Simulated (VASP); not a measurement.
Here is a VASP 6.6.1 calculation.

INCAR

```
PREC = Accurate
ENCUT = 520
EDIFF = 1E-7
ISMEAR = -1
SIGMA = 0.05
LREAL = False
LASPH = True
NELM = 80
ALGO = Normal
ISIF = 2
LWAVE = False
LCHARG = False
GGA = PE
NBANDS = 45
```

File KPOINTS:

```
Automatic mesh
0
Gamma
  3 3 4
```

POSCAR

```
RuF3
1.0
    5.3858260000      1.0658750000      0.1397620000
    0.0729860000      4.4618170000     -0.6914970000
   -1.0200790000      0.8215250000      4.1678670000
Ru F
2 6
Direct
    0.8707643026      0.8685388857      0.2188606962
    0.4165691798      0.5918811214      0.0063261323
    0.4032745973      1.0056512369      0.7206571969
    0.7885959738      0.7701681177      0.7817778716
    0.2441546815     -0.1040401077      0.1198545997
    0.7606137608      0.2984602241      0.2569622421
   -0.0519542209      0.3026885113      0.9075499346
    0.2362848579      0.5057958986      0.4649415882
```

Potentials or basis: VASP PAW PBE potentials, release 64 (Ru_pv, F).

The run is started by

```sh
$ cat potpaw_PBE.64/Ru_pv/POTCAR potpaw_PBE.64/F/POTCAR > POTCAR
$ mpirun -np 1 vasp_std > vasp.out
```

(1) Predict the pressure.

(2) What does it give for the largest force?

(3) What does it give for the band gap on the k mesh?

Answers

(1) 5.7 GPa.

(2) 8.111 eV/Å.

(3) zero (band 35 reaches 2.22 eV, above the bottom of band 36 at 2.12 eV).

Caveat: the k points lie up to 0.47 Å⁻¹ apart.
